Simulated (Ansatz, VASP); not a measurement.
**One calculation of BiTe, two programs**

INCAR

```
SYSTEM = BiTe
ALGO = Normal
EDIFF = 1E-6
ENCUT = 500
GGA = PS
GGA_COMPAT = .False.
ISIF = 2
ISMEAR = 0
LASPH = .True.
LCHARG = .False.
LREAL = .False.
LWAVE = .False.
NBANDS = 18
NELM = 120
PREC = Accurate
SIGMA = 0.15
```

Contents of KPOINTS:

```
k-points
0
Gamma
  16 16 16
  0 0 0
```

Contents of POSCAR:

```
BiTe
1.0
    0.0000000000      3.1012392129      3.1971538277
    3.1012392129      0.0000000000      3.1971538277
    3.1012392129      3.1012392129      0.0000000000
Bi Te
1 1
Direct
    0.0000000000      0.0000000000      0.0000000000
    0.5000000000      0.5000000000      0.5000000000
```

Input for Ansatz:

```yaml
crystal:
  lattice:
    - [0.0, 3.1012392129, 3.1971538277]
    - [3.1012392129, 0.0, 3.1971538277]
    - [3.1012392129, 3.1012392129, 0.0]
  atoms:
    - { symbol: Bi, position: [0.0, 0.0, 0.0] }
    - { symbol: Te, position: [0.5, 0.5, 0.5] }
basis:
  ecutwfc: 420
kpoints:
  mp_grid: { grid: [16, 16, 16] }
hamiltonian:
  xc: pbesol
scf:
  occupations: { method: gaussian, width: 0.15 }
output:
  forces: true
  stress: true
  eigenvalues: true
```

Change from the starting cell: strain -0.030 along x and y, +0.000 along z, atoms carried along.

Alike in both runs: task single point; functional PBEsol; k mesh 16 × 16 × 16; occupations gaussian, width 0.15 eV; no spin polarisation.

|  | VASP | Ansatz |
| --- | --- | --- |
| version | VASP 6.6.1 | Ansatz 0.2.0 |
| potentials or method | VASP PAW PBE potentials, release 64 (Bi_d, Te), cutoff 500 eV | scalar-relativistic, plane waves, PAW |
| valence electrons in the cell | 21 | 31 |

|  | VASP | Ansatz | Ansatz less VASP |
| --- | --- | --- | --- |
| gap on the k mesh at the Fermi level (eV) | none | none | - |
| pressure (GPa) | 4.0 | 4.0 | -0.01 |
| traceless stress, the component that is largest in VASP (GPa) | -2.42 | -2.42 | +0.003 |

VASP's potentials were made for PBE, not for PBEsol. A gap of «none» marks a metal or a gap that the smearing closes. With one functional, cell and mesh, what is left measures potentials, basis and numerics. VASP's potentials hold 21 valence electrons a cell and Ansatz's 31, so a difference there can come from the potentials and not from the codes.

Neither program's run includes spin-orbit coupling.
